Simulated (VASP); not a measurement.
# C (Fmmm) in VASP: further runs

C is run at these levels: PBE+D3(BJ); tasks: single point.

Program: VASP 6.6.1. These are calculated values, not measurements. Logs are shortened: lines on timing, memory, paths and dates and some standing lists are left out, and cuts for length are marked.

**1. The cell of the first run**

The structure is orthorhombic, space group Fmmm (No. 69). Conventional cell: a = 2.460 Å, b = 4.457 Å, c = 6.782 Å, α = 90.00°, β = 90.00°, γ = 90.00°. Within 1.9 Å of C (site symmetry m2m) lie 3 C at 1.44 to 1.49 Å.

**2. Single point, PBE+D3(BJ) (9.30 Å³/atom)**

Input file INCAR:

```
SYSTEM = C
PREC     = Accurate       ! precision mode
ENCUT    = 520            ! plane-wave cutoff, eV
EDIFF    = 1E-6           ! SCF threshold, eV
ISMEAR   = 0              ! smearing method
SIGMA    = 0.03           ! smearing width, eV
LREAL    = .FALSE.        ! projectors in reciprocal space
LASPH    = .TRUE.         ! aspherical terms in the spheres
NELM     = 100            ! most SCF steps
ALGO     = Normal         ! electronic algorithm
ISIF     = 2              ! what is computed and relaxed
LWAVE    = .FALSE.        ! write WAVECAR
LCHARG   = .TRUE.         ! write CHGCAR
GGA      = PE             ! functional
IVDW     = 12             ! dispersion correction
LELF     = .TRUE.         ! ELF
LVHAR    = .TRUE.       
NBANDS   = 11             ! bands
```

Input file KPOINTS:

```
regular mesh
0
G
  18 18 18
  0 0 0
```

Input file POSCAR:

```
C
1.0
    0.0000000000      2.2287036709      3.3908323941
    1.2302239540      0.0000000000      3.3908323941
    1.2302239540      2.2287036709      0.0000000000
C
2
Direct
    0.1666966007      0.8333033993      0.1666966007
    0.8333033993      0.1666966007      0.8333033993
```

Potentials or basis: VASP PAW PBE potentials, release 64 (C).

On the command line:

```
> cat potpaw_PBE.64/C/POTCAR > POTCAR
> mpirun -np 1 vasp_std > vasp.out
```

OUTCAR:

```text
SYSTEM = C
   PREC = Accurate
   ENCUT = 520
   EDIFF = 1E-6
   ISMEAR = 0
   LREAL = .FALSE.
   LASPH = .TRUE.
   NELM = 100
   ISIF = 2
   GGA = PE
   IVDW = 12
 IVDW          = 12

 ion  position               nearest neighbor table
   1  0.167  0.833  0.167-   2 1.44   2 1.44   2 1.49
   2  0.833  0.167  0.833-   1 1.44   1 1.44   1 1.49

  LATTYP: Found a face centered orthorhombic cell.
 ALAT       =     2.4604479080
 B/A-ratio  =     1.8116243499
 C/A-ratio  =     2.7562724519

  Lattice vectors:

 A1 = (   0.0000000000,   2.2287036709,   3.3908323941)
 A2 = (   1.2302239540,   0.0000000000,   3.3908323941)
 A3 = (   1.2302239540,   2.2287036709,   0.0000000000)

Analysis of symmetry for initial positions (statically):
=====================================================================
 Subroutine PRICEL returns:
 Original cell was already a primitive cell.

 Routine SETGRP: Setting up the symmetry group for a
 face centered orthorhombic supercell.

 Subroutine GETGRP returns: Found  8 space group operations
 (whereof  8 operations were pure point group operations)
 out of a pool of  8 trial point group operations.

The static configuration has the point symmetry D_2h.

Analysis of symmetry for dynamics (positions and initial velocities):
=====================================================================
 Subroutine PRICEL returns:
 Original cell was already a primitive cell.

 Routine SETGRP: Setting up the symmetry group for a
 face centered orthorhombic supercell.

 Subroutine GETGRP returns: Found  8 space group operations
 (whereof  8 operations were pure point group operations)
 out of a pool of  8 trial point group operations.

The dynamic configuration has the point symmetry D_2h.

 Subroutine INISYM returns: Found  8 space group operations
 (whereof  8 operations are pure point group operations),
 and found     1 'primitive' translations

----------------------------------------------------------------------------------------

                                     Primitive cell

  volume of cell :      18.5940

  direct lattice vectors                    reciprocal lattice vectors
     0.000000000  2.228703671  3.390832394    -0.406430064  0.224345662  0.147456418
     1.230223954  0.000000000  3.390832394     0.406430064 -0.224345662  0.147456418
     1.230223954  2.228703671  0.000000000     0.406430064  0.224345662 -0.147456418

  length of vectors
     4.057692001  3.607103450  2.545696571     0.487093182  0.487093182  0.487093182

  position of ions in fractional coordinates (direct lattice)
     0.166696601  0.833303399  0.166696601
     0.833303399  0.166696601  0.833303399

  ion indices of the primitive-cell ions
   primitive index   ion index
                 1           1
                 2           2

----------------------------------------------------------------------------------------

 KPOINTS: regular mesh

Automatic generation of k-mesh.
 Grid dimensions read from file:
 generate k-points for:   18   18   18

 Generating k-lattice:

  Cartesian coordinates                     Fractional coordinates (reciprocal lattice)
    -0.022579448  0.012463648  0.008192023     0.055555556  0.000000000  0.000000000
     0.022579448 -0.012463648  0.008192023     0.000000000  0.055555556  0.000000000
     0.022579448  0.012463648 -0.008192023     0.000000000  0.000000000  0.055555556

  Length of vectors
     0.027060732  0.027060732  0.027060732

  Shift w.r.t. Gamma in fractional coordinates (k-lattice)
     0.000000000  0.000000000  0.000000000

 Subroutine IBZKPT returns following result:
 ===========================================

 Found    865 irreducible k-points:

 Following reciprocal coordinates:
            Coordinates               Weight
  0.000000  0.000000  0.000000      1.000000
  0.055556  0.000000  0.000000      8.000000
  0.111111  0.000000  0.000000      8.000000
  0.166667 -0.000000 -0.000000      8.000000
  0.222222 -0.000000 -0.000000      8.000000
  0.277778  0.000000  0.000000      8.000000
[... 16 lines left out ...]
 -0.277778  0.055556  0.000000      8.000000
 -0.222222  0.055556  0.000000      8.000000
 [... further k-points ...]
   k-points           NKPTS =    865   k-points in BZ     NKDIM =    865   number of bands    NBANDS=     11
   number of dos      NEDOS =    301   number of ions     NIONS =      2
   total plane-waves  NPLWV =  16800
   dimension x,y,z NGX =    30 NGY =   28 NGZ =   20
   dimension x,y,z NGXF=    60 NGYF=   56 NGZF=   40
   ions per type =               2
   NGX,Y,Z   is equivalent  to a cutoff of  12.29, 12.90, 13.06 a.u.
   NGXF,Y,Z  is equivalent  to a cutoff of  24.58, 25.81, 26.12 a.u.
 SYSTEM =  C
   PREC   = accura    normal or accurate (medium, high low for compatibility)
   ISTART =      0    job   : 0-new  1-cont  2-samecut
   ICHARG =      2    charge: 1-file 2-atom 10-const
   ISPIN  =      1    spin polarized calculation?
   LNONCOLLINEAR =      F non collinear calculations
   LSORBIT =      F    spin-orbit coupling
   LASPH  =      T    aspherical Exc in radial PAW
   ENCUT  =  520.0 eV  38.22 Ry    6.18 a.u.   7.54  6.71  4.73*2*pi/ulx,y,z
   NELM   =    100;   NELMIN=  2; NELMDL= -5     # of ELM steps
   EDIFF  = 0.1E-05   stopping-criterion for ELM
   LREAL  =      F    real-space projection
   EDIFFG = 0.1E-04   stopping-criterion for IOM
   NSW    =      0    number of steps for IOM
   IBRION =     -1    ionic relax: 0-MD 1-quasi-New 2-CG
   NFREE  =      0    steps in history (QN), initial steepest desc. (CG)
   ISIF   =      2    stress and relaxation
   ISYM   =      2    0-nonsym 1-usesym 2-fastsym
   POTIM  = 0.5000    time-step for ionic-motion
   TEBEG  =    0.0;   TEEND  =   0.0 temperature during run
   PSTRESS=    0.0 pullay stress
   NELECT =       8.0000    total number of electrons
   NUPDOWN=      -1.0000    fix difference up-down
   EMIN   =  10.00;   EMAX   =-10.00  energy-range for DOS
   EFERMI =   0.00;   METHOD = LEGACY
   ISMEAR =     0;   SIGMA  =   0.03  broadening in eV -4-tet -1-fermi 0-gaus
   EFERMI_NEDOS =   21; number of points for ismear=-14 and -15
   IALGO  =     38    algorithm
   IMIX   =      4    mixing-type and parameters
     AMIX     =   0.40;   BMIX     =  1.00
     AMIX_MAG =   1.60;   BMIX_MAG =  1.00
  volume/ion in A,a.u.               =       9.30        62.74
  Fermi-wavevector in a.u.,A,eV,Ry     =   1.235892  2.335497 20.781937  1.527429
  Thomas-Fermi vector in A             =   2.370523
   LORBIT       =      0    0 simple, 1 ext, 2 COOP (PROOUT), +10 PAW based schemes
   GGA     = PE    functional components
   LHFCALC =     F    Hartree Fock is set to
   AEXX    =    0.0000 exact exchange contribution
   IVDW    =    12    specifies the selected vdW correction
   LEPSILON=     F    determine dielectric tensor
   LRPA    =     F    only Hartree local field effects (RPA)
 non-spin polarized calculation
 Gauss-broadening in eV      SIGMA  =   0.03
  energy-cutoff  :      520.00
  volume of cell :       18.59
 maximum number of plane-waves:       516
   NGX = 15   NGY = 13   NGZ =  9

 number of electron       8.0000000 magnetization

 Free energy of the ion-electron system (eV)
  ---------------------------------------------------
  ext. energy  EPLUGINS =         0.00000000
  ---------------------------------------------------
  free energy    TOTEN  =       -18.32401579 eV

  energy without entropy =      -18.32400501  energy(sigma->0) =      -18.32401040

 E-fermi :   4.3898     XC(G=0): -10.1239

 val. band max:        4.3631876378   @ k =   0.3889  -0.2778   0.3333
 cond. band min:       4.4162736831   @ k =  -0.3333   0.0000   0.3333
 fundamental gap:      0.0530860453
 Fermi energy:         4.3898166797

 k-point     1 :       0.0000    0.0000    0.0000
  band No.  band energies     occupation
      1     -14.9356      2.00000
      2      -1.9518      2.00000
      3       1.0791      2.00000
      4       1.3268      2.00000
      5       8.6643      0.00000
      6      11.4225      0.00000
      7      12.7189      0.00000
      8      14.9044      0.00000
      9      15.7578      0.00000
     10      26.0881      0.00000
     11      29.3655      0.00000

 k-point     2 :       0.0556    0.0000    0.0000
  band No.  band energies     occupation
      1     -14.8609      2.00000
      2      -1.8883      2.00000
      3       0.8960      2.00000
      4       1.0752      2.00000
      5       8.7894      0.00000
      6      11.6208      0.00000
      7      12.7857      0.00000
      8      14.6608      0.00000
      9      15.9493      0.00000
     10      26.3410      0.00000
     11      28.7385      0.00000

 k-point     3 :       0.1111    0.0000    0.0000
  band No.  band energies     occupation
      1     -14.6373      2.00000
      2      -1.6971      2.00000
      3       0.2163      2.00000
      4       0.5716      2.00000
      5       9.1621      0.00000
      6      11.8915      0.00000
      7      13.2198      0.00000
      8      13.9685      0.00000
      9      16.5245      0.00000
     10      26.8785      0.00000
     11      27.1474      0.00000
[... 267 lines left out ...]
 k-point    23 :      -0.2778    0.0556    0.0000
  band No.  band energies     occupation
      1     -12.3344      2.00000
      2      -5.0375      2.00000
      3      -1.5796      2.00000
      4       0.5800      2.00000
      5       8.6554      0.00000
      6      10.9019      0.00000
      7      12.3757      0.00000
      8      19.0630      0.00000
      9      20.6215      0.00000
     10      21.5576      0.00000
     11      25.7618      0.00000

 k-point    24 :      -0.2222    0.0556    0.0000
  band No.  band energies     occupation
      1     -13.1215      2.00000
      2      -3.6091      2.00000
      3      -1.1237      2.00000
      4      -0.1279      2.00000
      5      10.1250      0.00000
      6      11.0095      0.00000
      7      11.3946      0.00000
      8      17.4384      0.00000
      9      19.8659      0.00000
     10      22.0639      0.00000
     11      26.4724      0.00000

 [... further k-points ...]

------------------------ aborting loop because EDIFF is reached ----------------------------------------

 Edisp (eV)   -0.30374

 E8    (eV) :    -0.0860

  FORCE on cell =-STRESS in cart. coord.  units (eV):
  Direction    XX          YY          ZZ          XY          YZ          ZX
  --------------------------------------------------------------------------------------
  -------------------------------------------------------------------------------------
  Total      -0.50961    -4.80486     0.03456    -0.00000     0.00000     0.00000
  in kB     -43.91148  -414.01751     2.97827    -0.00000     0.00000     0.00000
  external pressure =     -151.65 kB  Pullay stress =        0.00 kB

 VOLUME and BASIS-vectors are now :
 -----------------------------------------------------------------------------
  energy-cutoff  :      520.00
  volume of cell :       18.59
      direct lattice vectors                 reciprocal lattice vectors
     0.000000000  2.228703671  3.390832394    -0.406430064  0.224345662  0.147456418
     1.230223954  0.000000000  3.390832394     0.406430064 -0.224345662  0.147456418
     1.230223954  2.228703671  0.000000000     0.406430064  0.224345662 -0.147456418

 POSITION                                       TOTAL-FORCE (eV/Angst)
 -----------------------------------------------------------------------------------
      1.23022      0.74303      3.39083         0.000000     -0.241703      0.000000
      1.23022      3.71437      3.39083         0.000000      0.241703      0.000000
 -----------------------------------------------------------------------------------
    total drift:                                0.000000      0.000000     -0.000000

  FREE ENERGIE OF THE ION-ELECTRON SYSTEM (eV)
  ---------------------------------------------------
  free  energy   TOTEN  =       -18.6277573259 eV

  energy  without entropy=      -18.6277465512  energy(sigma->0) =      -18.62775194
```

Run time: 4.7 min. Hardware: 1 thread of Intel Xeon 8259CL, shared host; peak memory 0.27 GiB.

What came out:

- Free energy: -18.6278 eV
- Pressure: -15.2 GPa
- Largest force: 0.242 eV/Å
- Dispersion energy per atom: -0.152 eV

Forces on the atoms (eV/Å):
```
C    0.000 -0.242  0.000
C    0.000  0.242  0.000
```

Caveat: the cell stands under tension.

**3. Single point, PBE+D3(BJ) (9.65 Å³/atom)**

This run uses another cell than the first one, of 9.65 Å³/atom.

Input file INCAR:

```
  PREC = Accurate
  ENCUT = 520
  EDIFF = 1E-6
  ISMEAR = 0
  SIGMA = 0.03
  LREAL = False
  LASPH = True
  NELM = 100
  ALGO = Normal
  ISIF = 2
  LWAVE = False
  LCHARG = False
  GGA = PE
  IVDW = 12
  NBANDS = 11
```

Input file KPOINTS:

```
Automatic mesh
0
Gamma
  18 18 18
```

Input file POSCAR:

```
C
1.0
    0.0000000000      2.1895892675      3.4862287771
    1.2648346047      0.0000000000      3.4862287771
    1.2648346047      2.1895892675      0.0000000000
C
2
Direct
    0.1666966007      0.8333033993      0.1666966007
    0.8333033993      0.1666966007      0.8333033993
```

Potentials or basis: VASP PAW PBE potentials, release 64 (C).

On the command line:

```
> cat potpaw_PBE.64/C/POTCAR > POTCAR
> mpirun -np 1 vasp_std > vasp.out
```

Wall time 3.6 min (1 thread of Intel Xeon 8259CL, shared host); peak memory 0.27 GiB.

The run converged. Its results:

| Quantity | Value |
| --- | --- |
| Free energy | -18.6457 eV |
| Pressure | -18.8 GPa |
| Largest force | 0.004 eV/Å |
| Dispersion energy per atom | -0.146 eV |

Forces in eV/Å, atoms in the order of the input:
```
C    0.000 -0.004  0.000
C    0.000  0.004  0.000
```

Stress tensor (GPa, compression positive):
```
-27.90   0.00   0.00
  0.00 -27.84   0.00
  0.00   0.00  -0.59
```

Caveat: the cell stands under tension.

[end of part 1 of 2]
